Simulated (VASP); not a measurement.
Input of a VASP 6.6.1 run:

POSCAR

```
PtS2
1.0
    3.5713312291      0.0000000000      0.0000000000
   -1.7856656145      3.0928635698      0.0000000000
    0.0000000000      0.0000000000      5.6327508704
Pt S
1 2
Direct
    0.0000000000      0.0000000000      0.0000000000
    0.3333333333      0.6666666667      0.2204225226
    0.6666666667      0.3333333333      0.7795774774
```

INCAR.step1

```
PREC = Accurate
ENCUT = 550
ISMEAR = 0
SIGMA = 0.05
LREAL = False
LASPH = True
NELM = 120
GGA = PE
ALGO = Normal
EDIFF = 1E-5
LWAVE = True
LCHARG = False
GGA_COMPAT = False
IBRION = 2
ISIF = 3
EDIFFG = -0.005
NELMIN = 4
NSW = 100
```

INCAR.step2

```
PREC = Accurate
ENCUT = 550
EDIFF = 1E-7
ISMEAR = 0
SIGMA = 0.05
LREAL = False
LASPH = True
NELM = 120
ALGO = Normal
ISIF = 4
LWAVE = False
LCHARG = False
METAGGA = R2SCAN
LMIXTAU = True
IBRION = 2
NSW = 60
EDIFFG = -0.01
ISTART = 1
GGA_COMPAT = False
NELMIN = 4
```

The input KPOINTS:

```
regular mesh
0
Gamma
  8 8 4
```

Potentials or basis: VASP PAW PBE potentials, release 64 (Pt, S).

Command:

```bash
$ cat potpaw_PBE.64/Pt/POTCAR potpaw_PBE.64/S/POTCAR > POTCAR
$ cp INCAR.step1 INCAR
$ mpirun -np 1 vasp_std > vasp.out
$ cp INCAR.step2 INCAR
$ mpirun -np 1 vasp_std > vasp.out
```

Question: What does it give for the band gap on the k mesh?

Answer: 1.42 eV (least direct gap 1.45 eV).

Final structure:
```
Pt S
1.0
     3.54794    0.00000    0.00000
    -1.77397    3.07261    0.00000
     0.00000    0.00000    5.70725
Pt S
1 2
Direct
  0.00000 0.00000 0.00000
  0.33333 0.66667 0.21620
  0.66667 0.33333 0.78380
```

Caveat: spin-orbit coupling is left out, which moves the levels of the heavy elements. A k mesh can miss the band edges.
